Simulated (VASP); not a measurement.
CoSn7S16, 24 atoms in the cell. The structure is trigonal, space group P-3m1 (No. 164). The conventional cell has a = 7.153 Å, b = 7.153 Å, c = 10.786 Å, α = 90.00°, β = 90.00°, γ = 120.00°. Within 3.0 Å of Co (site symmetry -3m) lie 6 S at 2.29 Å. Within 3.4 Å of Sn (site symmetry -3m) lie 6 S at 2.55 Å. Within 3.4 Å of Sn (site symmetry 2/m) lie 6 S at 2.54 to 2.55 Å. Sn (site symmetry 2/m) has 6 S at 2.55 to 2.56 Å within 3.4 Å. S (site symmetry m) has 3 Sn at 2.55 Å and 3 S at 3.17 to 3.25 Å within 3.4 Å. Within 3.0 Å of S (site symmetry m) lie 1 Co at 2.29 Å and 2 Sn at 2.54 Å. Within 3.7 Å of S (site symmetry 3m) lie 3 Sn at 2.56 Å and 12 S at 3.42 to 3.65 Å. S (site symmetry 3m) has 3 Sn at 2.55 Å and 3 S at 3.17 Å within 3.4 Å. 

- Program: VASP 6.6.1
- Task: single point
- Functional: PBEsol
- Potentials or basis: VASP PAW PBE potentials, release 64 (Co, Sn_d, S)
- Cutoff: 600 eV
- k mesh: 3 × 3 × 2
- Occupations: gaussian, width 0.05 eV
- Spin: no spin polarisation
- Dipole correction: no
- Further INCAR settings: ALGO = Normal; EDIFF = 1e-06; NBANDS = 120

Potentials or basis: VASP PAW PBE potentials, release 64 (Co, Sn_d, S).

Launch:

```console
$ cat potpaw_PBE.64/Co/POTCAR potpaw_PBE.64/Sn_d/POTCAR potpaw_PBE.64/S/POTCAR > POTCAR
$ mpirun -np 1 vasp_std > vasp.out
```

Hardware: 1 thread of Intel Xeon 8259CL, with other jobs on the host.

Question: Estimate the wall time of this run.

Answer: Wall time 30 min on 1 thread of Intel Xeon 8259CL (shared host), peak memory 0.83 GiB. Counts: scf iterations 21, k points 6.
